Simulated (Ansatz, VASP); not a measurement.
# Two plane-wave programs on TiRu2

```
Ti Ru
1.0
     3.91591    0.00000    0.00000
     0.00000    3.91591    0.00000
     0.00000    0.00000    5.63741
Ti Ru
2 4
Direct
  0.00000 0.00000 0.00000
  0.50000 0.50000 0.50000
  0.00000 0.50000 0.20300
  0.00000 0.50000 0.70300
  0.50000 0.00000 0.29700
  0.50000 0.00000 0.79700
```

Alike in both runs: task relaxation of cell and atoms; functional PBE; k mesh 4 × 4 × 4; occupations gaussian, width 0.1 eV; no spin polarisation.

|  | VASP | Ansatz |
| --- | --- | --- |
| version | VASP 6.6.1 | Ansatz 0.2.0 |
| potentials or method | VASP PAW PBE potentials, release 64 (Ti_sv, Ru_pv), cutoff 600 eV | scalar-relativistic, plane waves, PAW |
| valence electrons in the cell | 80 | 88 |

```csv
,VASP,Ansatz,Ansatz less VASP
"gap on the k mesh at the Fermi level, each at its own relaxed structure (eV)",none,none,-
relaxed volume (Å³/atom),16.54,16.54,-0.003
relaxed length of the cell vector where the two differ most in proportion (Å),5.688,5.691,+0.0023
```

A gap of «none» marks a metal or a gap that the smearing closes. VASP's potentials hold 80 valence electrons a cell and Ansatz's 88, so a difference there can come from the potentials and not from the codes.

The k mesh is coarse, so the values compare programs but aren't converged.
